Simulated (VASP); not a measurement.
# Ta (Pm-3m) in VASP: relaxation of cell and atoms with PBE

Aim: the relaxation of cell and atoms of Ta with PBE.

All numbers are computed with VASP 6.6.1; they aren't measurements. Logs are shortened: lines on timing, memory, paths and dates and some standing lists are left out, and cuts for length are marked.

## (1) The cell of the first run

It takes space group Pm-3m (No. 221, cubic). The conventional cell has a = 2.705 Å, b = 2.705 Å, c = 2.705 Å, α = 90.00°, β = 90.00°, γ = 90.00°. Ta (site symmetry m-3m) has 6 Ta at 2.70 Å within 3.6 Å.

This isn't the form of Ta at room conditions, which is bcc.

## (2) Relaxation of cell and atoms, PBE

INCAR reads:

```
  PREC = Accurate
  ENCUT = 600
  EDIFF = 1E-6
  ISMEAR = -1
  SIGMA = 0.08
  LREAL = F
  LASPH = T
  NELM = 60
  ALGO = Normal
  ISIF = 3
  LWAVE = F
  LCHARG = F
  GGA = PE
  IBRION = 2
  NSW = 60
  EDIFFG = -0.005
```

KPOINTS reads:

```
regular mesh
0
Gamma
  14 14 14
```

POSCAR reads:

```
Ta
1.0
    2.7047324411      0.0000000000      0.0000000000
    0.0000000000      2.7047324411      0.0000000000
    0.0000000000      0.0000000000      2.7047324411
Ta
1
Direct
    0.0000000000      0.0000000000      0.0000000000
```

Potentials or basis: VASP PAW PBE potentials, release 64 (Ta_pv).

The run is started by

```sh
cat potpaw_PBE.64/Ta_pv/POTCAR > POTCAR
mpirun -np 1 vasp_std > vasp.out
```

OUTCAR:

```text
PREC = Accurate
   ENCUT = 600
   EDIFF = 1E-6
   ISMEAR = -1
   LREAL = F
   LASPH = T
   NELM = 60
   ISIF = 3
   GGA = PE
   IBRION = 2
   NSW = 60
   EDIFFG = -0.005

 ion  position               nearest neighbor table
   1  0.000  0.000  0.000-

  LATTYP: Found a simple cubic cell.
 ALAT       =     2.7047324411

  Lattice vectors:

 A1 = (   2.7047324411,   0.0000000000,   0.0000000000)
 A2 = (   0.0000000000,   2.7047324411,   0.0000000000)
 A3 = (   0.0000000000,   0.0000000000,   2.7047324411)

Analysis of symmetry for initial positions (statically):
=====================================================================
 Subroutine PRICEL returns:
 Original cell was already a primitive cell.

 Routine SETGRP: Setting up the symmetry group for a
 simple cubic supercell.

 Subroutine GETGRP returns: Found 48 space group operations
 (whereof 48 operations were pure point group operations)
 out of a pool of 48 trial point group operations.

The static configuration has the point symmetry O_h .

Analysis of symmetry for dynamics (positions and initial velocities):
=====================================================================
 Subroutine PRICEL returns:
 Original cell was already a primitive cell.

 Routine SETGRP: Setting up the symmetry group for a
 simple cubic supercell.

 Subroutine GETGRP returns: Found 48 space group operations
 (whereof 48 operations were pure point group operations)
 out of a pool of 48 trial point group operations.

The dynamic configuration has the point symmetry O_h .

 Subroutine INISYM returns: Found 48 space group operations
 (whereof 48 operations are pure point group operations),
 and found     1 'primitive' translations

----------------------------------------------------------------------------------------

                                     Primitive cell

  volume of cell :      19.7867

  direct lattice vectors                    reciprocal lattice vectors
     2.704732441  0.000000000  0.000000000     0.369722337  0.000000000  0.000000000
     0.000000000  2.704732441  0.000000000     0.000000000  0.369722337  0.000000000
     0.000000000  0.000000000  2.704732441     0.000000000  0.000000000  0.369722337

  length of vectors
     2.704732441  2.704732441  2.704732441     0.369722337  0.369722337  0.369722337

  position of ions in fractional coordinates (direct lattice)
     0.000000000  0.000000000  0.000000000

  ion indices of the primitive-cell ions
   primitive index   ion index
                 1           1

----------------------------------------------------------------------------------------

 KPOINTS: regular mesh

Automatic generation of k-mesh.
 Grid dimensions read from file:
 generate k-points for:   14   14   14

 Generating k-lattice:

  Cartesian coordinates                     Fractional coordinates (reciprocal lattice)
     0.026408738  0.000000000  0.000000000     0.071428571  0.000000000  0.000000000
     0.000000000  0.026408738  0.000000000     0.000000000  0.071428571  0.000000000
     0.000000000  0.000000000  0.026408738     0.000000000  0.000000000  0.071428571

  Length of vectors
     0.026408738  0.026408738  0.026408738

  Shift w.r.t. Gamma in fractional coordinates (k-lattice)
     0.000000000  0.000000000  0.000000000

 Subroutine IBZKPT returns following result:
 ===========================================

 Found    120 irreducible k-points:

 Following reciprocal coordinates:
            Coordinates               Weight
  0.000000  0.000000  0.000000      1.000000
  0.071429  0.000000  0.000000      6.000000
  0.142857  0.000000  0.000000      6.000000
  0.214286  0.000000  0.000000      6.000000
  0.285714  0.000000  0.000000      6.000000
  0.357143  0.000000  0.000000      6.000000
[... 16 lines left out ...]
  0.285714  0.214286  0.000000     24.000000
  0.357143  0.214286  0.000000     24.000000
 [... further k-points ...]
   k-points           NKPTS =    120   k-points in BZ     NKDIM =    120   number of bands    NBANDS=      9
   number of dos      NEDOS =    301   number of ions     NIONS =      1
   total plane-waves  NPLWV =  13824
   dimension x,y,z NGX =    24 NGY =   24 NGZ =   24
   dimension x,y,z NGXF=    48 NGYF=   48 NGZF=   48
   ions per type =               1
   NGX,Y,Z   is equivalent  to a cutoff of  14.75, 14.75, 14.75 a.u.
   NGXF,Y,Z  is equivalent  to a cutoff of  29.50, 29.50, 29.50 a.u.
 SYSTEM =  unknown system
   PREC   = accura    normal or accurate (medium, high low for compatibility)
   ISTART =      0    job   : 0-new  1-cont  2-samecut
   ICHARG =      2    charge: 1-file 2-atom 10-const
   ISPIN  =      1    spin polarized calculation?
   LNONCOLLINEAR =      F non collinear calculations
   LSORBIT =      F    spin-orbit coupling
   LASPH  =      T    aspherical Exc in radial PAW
   ENCUT  =  600.0 eV  44.10 Ry    6.64 a.u.   5.40  5.40  5.40*2*pi/ulx,y,z
   NELM   =     60;   NELMIN=  2; NELMDL= -5     # of ELM steps
   EDIFF  = 0.1E-05   stopping-criterion for ELM
   LREAL  =      F    real-space projection
   EDIFFG = -.5E-02   stopping-criterion for IOM
   NSW    =     60    number of steps for IOM
   IBRION =      2    ionic relax: 0-MD 1-quasi-New 2-CG
   NFREE  =      1    steps in history (QN), initial steepest desc. (CG)
   ISIF   =      3    stress and relaxation
   ISYM   =      2    0-nonsym 1-usesym 2-fastsym
   POTIM  = 0.5000    time-step for ionic-motion
   TEBEG  =    0.0;   TEEND  =   0.0 temperature during run
   PSTRESS=    0.0 pullay stress
   NELECT =      11.0000    total number of electrons
   NUPDOWN=      -1.0000    fix difference up-down
   EMIN   =  10.00;   EMAX   =-10.00  energy-range for DOS
   EFERMI =   0.00;   METHOD = LEGACY
   ISMEAR =    -1;   SIGMA  =   0.08  broadening in eV -4-tet -1-fermi 0-gaus
   EFERMI_NEDOS =   21; number of points for ismear=-14 and -15
   IALGO  =     38    algorithm
   IMIX   =      4    mixing-type and parameters
     AMIX     =   0.40;   BMIX     =  1.00
     AMIX_MAG =   1.60;   BMIX_MAG =  1.00
  volume/ion in A,a.u.               =      19.79       133.53
  Fermi-wavevector in a.u.,A,eV,Ry     =   1.346113  2.543784 24.654020  1.812019
  Thomas-Fermi vector in A             =   2.473971
   LORBIT       =      0    0 simple, 1 ext, 2 COOP (PROOUT), +10 PAW based schemes
   GGA     = PE    functional components
   LHFCALC =     F    Hartree Fock is set to
   AEXX    =    0.0000 exact exchange contribution
   IVDW    =     0    specifies the selected vdW correction
   LEPSILON=     F    determine dielectric tensor
   LRPA    =     F    only Hartree local field effects (RPA)
 conjugate gradient relaxation of ions
 non-spin polarized calculation
  energy-cutoff  :      600.00
  volume of cell :       19.79
 maximum number of plane-waves:       691
 NGX is ok and might be reduce to    24
   NGX = 11   NGY = 11   NGZ = 11

--------------------------------------- Ionic step        1  -------------------------------------------

 number of electron      10.9999998 magnetization

 Free energy of the ion-electron system (eV)
  ---------------------------------------------------
  ext. energy  EPLUGINS =         0.00000000
  ---------------------------------------------------
  free energy    TOTEN  =       -10.67867609 eV

  energy without entropy =      -10.65153404  energy(sigma->0) =      -10.66510506

------------------------ aborting loop because EDIFF is reached ----------------------------------------

  FORCE on cell =-STRESS in cart. coord.  units (eV):
  Direction    XX          YY          ZZ          XY          YZ          ZX
  --------------------------------------------------------------------------------------
  -------------------------------------------------------------------------------------
  Total        0.8549332      0.8549332      0.8549332      0.0000000      0.0000000     -0.0000000
  in kB       69.2260931     69.2260931     69.2260931      0.0000000      0.0000000     -0.0000000
  external PRESSURE =      69.2260931 kB  Pullay stress =       0.0000000 kB
[... 90 lines left out ...]
  energy  without entropy=      -10.6686990526  energy(sigma->0) =      -10.68315464

--------------------------------------- Ionic step        4  -------------------------------------------

 number of electron      11.0000000 magnetization

 Free energy of the ion-electron system (eV)
  ---------------------------------------------------
  ext. energy  EPLUGINS =         0.00000000
  ---------------------------------------------------
  free energy    TOTEN  =       -10.69761900 eV

  energy without entropy =      -10.66873827  energy(sigma->0) =      -10.68317863

 E-fermi :   4.4463     XC(G=0): -11.8043

 val. band max:        4.4407502712   @ k =   0.4286   0.0000   0.0000
 cond. band min:       4.4523961455   @ k =   0.5000   0.2143   0.0714
 fundamental gap:      0.0116458743
 Fermi energy:         4.4462983772

 k-point     1 :       0.0000    0.0000    0.0000
  band No.  band energies     occupation
      1     -29.0038      2.00000
      2     -29.0038      2.00000
      3     -29.0038      2.00000
      4      -2.8050      2.00000
      5       1.8555      2.00000
      6       1.8555      2.00000
      7      10.5262      0.00000
      8      10.5262      0.00000
      9      10.5262      0.00000
[... 265 lines left out ...]
 k-point    24 :       0.3571    0.2143    0.0000
  band No.  band energies     occupation
      1     -29.9037      2.00000
      2     -29.3737      2.00000
      3     -28.8795      2.00000
      4       0.8824      2.00000
      5       2.9835      2.00000
      6       4.5558      0.40545
      7       7.1266      0.00000
      8       7.6124      0.00000
      9       9.2701      0.00000

 [... further k-points ...]

------------------------ aborting loop because EDIFF is reached ----------------------------------------

  FORCE on cell =-STRESS in cart. coord.  units (eV):
  Direction    XX          YY          ZZ          XY          YZ          ZX
  --------------------------------------------------------------------------------------
  -------------------------------------------------------------------------------------
  Total       -0.0026581     -0.0026581     -0.0026581     -0.0000000     -0.0000000      0.0000000
  in kB       -0.2057559     -0.2057559     -0.2057559     -0.0000000     -0.0000000      0.0000000
  external PRESSURE =      -0.2057559 kB  Pullay stress =       0.0000000 kB
[... 16 lines left out ...]
  FREE ENERGIE OF THE ION-ELECTRON SYSTEM (eV)
  ---------------------------------------------------
  free  energy   TOTEN  =       -10.6976190018 eV

  energy  without entropy=      -10.6687382676  energy(sigma->0) =      -10.68317863

 reached required accuracy - stopping structural energy minimisation
```

It took 64 s on 1 thread of Intel Xeon 8259CL, shared host; peak memory 0.17 GiB.

What came out:

```
Free energy                           : -10.6976 eV
Relaxed volume                        : 20.70 Å³/atom
Relaxed cell                          : a = 2.746 Å, b = 2.746 Å, c = 2.746 Å, α = 90.00°, β = 90.00°, γ = 90.00°
Space group after relaxing (to 0.1 Å) : Pm-3m (No. 221)
Energy gained by relaxing             : 18.9 meV/atom
Ionic steps                           : 4
Pressure after relaxing               : 0.0 GPa
Band gap on the k mesh                : zero (an odd number of electrons rules out a gap without spin polarisation)
```

Step by step:
| step | energy change (eV) | largest force (eV/Å) | pressure (GPa) | volume (Å³) |
| --- | --- | --- | --- | --- |
| 1 | 0.0000 | 0.0000 | 6.92 | 19.79 |
| 2 | 0.0319 | 0.0000 | -9.34 | 22.34 |
| 3 | -0.0189 | 0.0000 | -0.13 | 20.72 |
| 4 | -0.0189 | 0.0000 | -0.02 | 20.70 |

Final structure:
```yaml
crystal:
  lattice:
    - [2.74562, 0.00000, 0.00000]
    - [0.00000, 2.74562, 0.00000]
    - [0.00000, 0.00000, 2.74562]
  atoms:
    - { symbol: Ta, position: [0.00000, 0.00000, 0.00000] }
```

Caveat: spin-orbit coupling is left out, which moves the levels of the heavy elements.
